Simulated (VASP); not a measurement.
Sn, 4 atoms in the cell. The structure is hexagonal, space group P6_3/mmc (No. 194). The conventional cell has a = 3.218 Å, b = 3.218 Å, c = 10.455 Å, α = 90.00°, β = 90.00°, γ = 120.00°. Sn (site symmetry -3m) has 12 Sn at 3.21 to 3.22 Å within 4.2 Å. Within 4.2 Å of Sn (site symmetry -6m2) lie 12 Sn at 3.21 to 3.22 Å. This isn't the form of Sn at room conditions, which is tetragonal (white tin).

* Program: VASP 6.6.1
* Task: single point
* Functional: PBE
* Potentials or basis: VASP PAW PBE potentials, release 64 (Sn_d)
* Cutoff: 520 eV
* k mesh: 12 × 12 × 3
* Occupations: fermi-dirac, width 0.1 eV
* Spin: no spin polarisation
* Dipole correction: no
* Further INCAR settings: ALGO = Normal; EDIFF = 1e-07; NBANDS = 36

Potentials or basis: VASP PAW PBE potentials, release 64 (Sn_d).

The run is started by

```console
$ cat potpaw_PBE.64/Sn_d/POTCAR > POTCAR
$ mpirun -np 1 vasp_std > vasp.out
```

Hardware: 1 thread of Intel Xeon 8259CL (shared host).

Q: Estimate the wall time of this run.

A: It took 3.1 min on 1 thread of Intel Xeon 8259CL, on a shared host, peak memory 0.25 GiB. Counts: scf iterations 15, k points 38.
